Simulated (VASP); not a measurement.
A run of VASP 6.6.1 is set up as follows.

Contents of INCAR:

```
  PREC = Accurate
  ENCUT = 520
  EDIFF = 1E-6
  ISMEAR = -1
  SIGMA = 0.05
  LREAL = False
  LASPH = True
  NELM = 60
  ALGO = Normal
  ISIF = 2
  LWAVE = False
  LCHARG = False
  GGA = PS
  NBANDS = 16
```

Contents of KPOINTS:

```
Automatic mesh
0
Gamma
  10 10 8
```

Contents of POSCAR:

```
TiB2
1.0
    3.0161736058      0.0000000000      0.0000000000
   -1.5080868029      2.6120829649      0.0000000000
    0.0000000000      0.0000000000      3.1890353727
Ti B
1 2
Direct
    0.0000000000      0.0000000000      0.0000000000
    0.6666666667      0.3333333333      0.5000000000
    0.3333333333      0.6666666667      0.5000000000
```

Potentials or basis: VASP PAW PBE potentials, release 64 (Ti_sv, B).

Command:

```bash
$ cat potpaw_PBE.64/Ti_sv/POTCAR potpaw_PBE.64/B/POTCAR > POTCAR
$ mpirun -np 1 vasp_std > vasp.out
```

Task: Predict the pressure.

Result: 0.5 GPa.

Task: Predict the band gap on the k mesh.

Result: Zero (band 9 reaches 10.59 eV, above the bottom of band 10 at 9.90 eV).

Stress tensor (GPa, compression positive):
```
0.55 0.00 0.00
0.00 0.55 0.00
0.00 0.00 0.37
```

Caveat: the PAW data sets were made with another functional, which shifts forces and pressure a little.
